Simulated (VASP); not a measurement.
# Re (P6/mmm) in VASP: single point with LDA

Aim: the single point of Re with LDA.

Program: VASP 6.6.1. These are calculated values, not measurements. Logs are shortened: lines on timing, memory, paths and dates and some standing lists are left out, and cuts for length are marked.

## 1. The cell of the first run

Symmetry: P6/mmm, No. 191, hexagonal system. Conventional cell: a = 2.748 Å, b = 2.748 Å, c = 4.494 Å, α = 90.00°, β = 90.00°, γ = 120.00°. Within 3.6 Å of Re (site symmetry 6/mmm) lie 6 Re at 2.75 Å.

## 2. Single point, LDA

Contents of INCAR:

```
SYSTEM = Re
  PREC = Accurate
  ENCUT = 520
  EDIFF = 1E-6
  ISMEAR = 1
  SIGMA = 0.1
  LREAL = .FALSE.
  LASPH = .TRUE.
  NELM = 80
  ALGO = Normal
  ISIF = 2
  LWAVE = .FALSE.
  LCHARG = .TRUE.
  GGA = CA
  LELF = .TRUE.
  LVHAR = .TRUE.
  NBANDS = 10
```

Contents of KPOINTS:

```
Automatic mesh
0
G
  10 10 5
  0 0 0
```

Contents of POSCAR:

```
Re
1.0
    2.7482180000      0.0000000000      0.0000000000
   -1.3741090000      2.3800270000      0.0000000000
    0.0000000000      0.0000000000      4.4940660000
Re
1
Direct
    0.3333333333      0.6666666667      0.5000000000
```

Potentials or basis: VASP PAW LDA potentials, release 64 (Re).

Launch:

```console
$ cat potpaw_LDA.64/Re/POTCAR > POTCAR
$ mpirun -np 1 vasp_std > vasp.out
```

OUTCAR:

```text
SYSTEM = Re
   PREC = Accurate
   ENCUT = 520
   EDIFF = 1E-6
   ISMEAR = 1
   LREAL = .FALSE.
   LASPH = .TRUE.
   NELM = 80
   ISIF = 2
   GGA = CA

 ion  position               nearest neighbor table
   1  0.333  0.667  0.500-

  LATTYP: Found a hexagonal cell.
 ALAT       =     2.7482180000
 C/A-ratio  =     1.6352654702

  Lattice vectors:

 A1 = (   2.7482180000,   0.0000000000,   0.0000000000)
 A2 = (  -1.3741090000,   2.3800270000,   0.0000000000)
 A3 = (   0.0000000000,   0.0000000000,   4.4940660000)

Analysis of symmetry for initial positions (statically):
=====================================================================
 Subroutine PRICEL returns:
 Original cell was already a primitive cell.

 Routine SETGRP: Setting up the symmetry group for a
 hexagonal supercell.

 Subroutine GETGRP returns: Found 24 space group operations
 (whereof 12 operations were pure point group operations)
 out of a pool of 24 trial point group operations.

The static configuration has the point symmetry D_3h.
 The point group associated with its full space group is D_6h.

Analysis of symmetry for dynamics (positions and initial velocities):
=====================================================================
 Subroutine PRICEL returns:
 Original cell was already a primitive cell.

 Routine SETGRP: Setting up the symmetry group for a
 hexagonal supercell.

 Subroutine GETGRP returns: Found 24 space group operations
 (whereof 12 operations were pure point group operations)
 out of a pool of 24 trial point group operations.

The dynamic configuration has the point symmetry D_3h.
 The point group associated with its full space group is D_6h.

 Subroutine INISYM returns: Found 24 space group operations
 (whereof 12 operations are pure point group operations),
 and found     1 'primitive' translations

----------------------------------------------------------------------------------------

                                     Primitive cell

  volume of cell :      29.3949

  direct lattice vectors                    reciprocal lattice vectors
     2.748218000  0.000000000  0.000000000     0.363872153  0.210081650  0.000000000
    -1.374109000  2.380027000  0.000000000     0.000000000  0.420163301  0.000000000
     0.000000000  0.000000000  4.494066000     0.000000000  0.000000000  0.222515646

  length of vectors
[... 78 lines left out ...]
   ENCUT  =  520.0 eV  38.22 Ry    6.18 a.u.   5.11  5.11  8.36*2*pi/ulx,y,z
   NELM   =     80;   NELMIN=  2; NELMDL= -5     # of ELM steps
   EDIFF  = 0.1E-05   stopping-criterion for ELM
   LREAL  =      F    real-space projection
   EDIFFG = 0.1E-04   stopping-criterion for IOM
   NSW    =      0    number of steps for IOM
   IBRION =     -1    ionic relax: 0-MD 1-quasi-New 2-CG
   NFREE  =      0    steps in history (QN), initial steepest desc. (CG)
   ISIF   =      2    stress and relaxation
   ISYM   =      2    0-nonsym 1-usesym 2-fastsym
   POTIM  = 0.5000    time-step for ionic-motion
   TEBEG  =    0.0;   TEEND  =   0.0 temperature during run
   PSTRESS=    0.0 pullay stress
   NELECT =       7.0000    total number of electrons
   NUPDOWN=      -1.0000    fix difference up-down
   EMIN   =  10.00;   EMAX   =-10.00  energy-range for DOS
   EFERMI =   0.00;   METHOD = LEGACY
   ISMEAR =     1;   SIGMA  =   0.10  broadening in eV -4-tet -1-fermi 0-gaus
   EFERMI_NEDOS =   21; number of points for ismear=-14 and -15
   IALGO  =     38    algorithm
   IMIX   =      4    mixing-type and parameters
     AMIX     =   0.40;   BMIX     =  1.00
     AMIX_MAG =   1.60;   BMIX_MAG =  1.00
  volume/ion in A,a.u.               =      29.39       198.37
  Fermi-wavevector in a.u.,A,eV,Ry     =   1.014729  1.917559 14.009574  1.029675
  Thomas-Fermi vector in A             =   2.147973
   LORBIT       =      0    0 simple, 1 ext, 2 COOP (PROOUT), +10 PAW based schemes
   GGA     = CA    functional components
   LHFCALC =     F    Hartree Fock is set to
   AEXX    =    0.0000 exact exchange contribution
   IVDW    =     0    specifies the selected vdW correction
   LEPSILON=     F    determine dielectric tensor
   LRPA    =     F    only Hartree local field effects (RPA)
 non-spin polarized calculation
 Methfessel and Paxton  Order N= 1 SIGMA  =   0.10
  energy-cutoff  :      520.00
  volume of cell :       29.39
 maximum number of plane-waves:       800
   NGX = 11   NGY = 11   NGZ = 17

 number of electron       7.0000000 magnetization

 Free energy of the ion-electron system (eV)
  ---------------------------------------------------
  ext. energy  EPLUGINS =         0.00000000
  ---------------------------------------------------
  free energy    TOTEN  =       -10.53762711 eV

  energy without entropy =      -10.53836616  energy(sigma->0) =      -10.53787346

 E-fermi :   1.3063     XC(G=0):  -9.8309

 val. band max:        1.2980126358   @ k =   0.4000   0.2000   0.0000
 cond. band min:       1.3279894817   @ k =   0.3000   0.2000   0.2000
 fundamental gap:      0.0299768458
 Fermi energy:         1.3063428062

 k-point     1 :       0.0000    0.0000    0.0000
  band No.  band energies     occupation
      1      -5.5627      2.00000
      2      -1.1484      2.00000
      3       0.3650      2.00000
      4       0.3650      2.00000
      5       3.4630      0.00000
      6       3.4630      0.00000
      7       4.5199      0.00000
      8      10.2928      0.00000
      9      17.2640      0.00000
     10      23.1931      0.00000
[... 287 lines left out ...]
 k-point    24 :       0.4000    0.1000    0.2000
  band No.  band energies     occupation
      1      -3.0162      2.00000
      2      -1.2548      2.00000
      3       1.4427     -0.06600
      4       2.0568     -0.00000
      5       2.5080     -0.00000
      6       6.4298      0.00000
      7       9.2339      0.00000
      8      10.7601      0.00000
      9      13.0316      0.00000
     10      15.8136      0.00000

 [... further k-points ...]
[... 5 lines left out ...]
  --------------------------------------------------------------------------------------
  -------------------------------------------------------------------------------------
  Total       -6.7827667     -6.7827689     -1.0936399      0.0000000      0.0000000      0.0000000
  in kB     -369.6961693   -369.6962926    -59.6090786      0.0000000      0.0000000      0.0000000
  external PRESSURE =    -266.3338468 kB  Pullay stress =       0.0000000 kB

 VOLUME and BASIS-vectors are now :
 -----------------------------------------------------------------------------
  energy-cutoff  :      520.00
  volume of cell :       29.39
      direct lattice vectors                 reciprocal lattice vectors
     2.748218000  0.000000000  0.000000000     0.363872153  0.210081650  0.000000000
    -1.374109000  2.380027000  0.000000000     0.000000000  0.420163301  0.000000000
     0.000000000  0.000000000  4.494066000     0.000000000  0.000000000  0.222515646

 POSITION                                       TOTAL-FORCE (eV/Angst)
 -----------------------------------------------------------------------------------
     -0.00000      1.58668      2.24703         0.000000      0.000000      0.000000
 -----------------------------------------------------------------------------------
    total drift:                               -0.000000      0.000000     -0.000000

  FREE ENERGIE OF THE ION-ELECTRON SYSTEM (eV)
  ---------------------------------------------------
  free  energy   TOTEN  =       -10.5376271069 eV

  energy  without entropy=      -10.5383661610  energy(sigma->0) =      -10.53787346
```

Wall time 18 s (1 thread of Intel Xeon 6975P-C, shared host); peak memory 0.13 GiB.

What came out:

| Item | Value |
| --- | --- |
| Free energy | -10.5376 eV |
| Pressure | -26.6 GPa |

Stress tensor (GPa, compression positive):
```
-36.97   0.00   0.00
  0.00 -36.97   0.00
  0.00   0.00  -5.96
```

Caveat: spin-orbit coupling is left out, which moves the levels of the heavy elements.
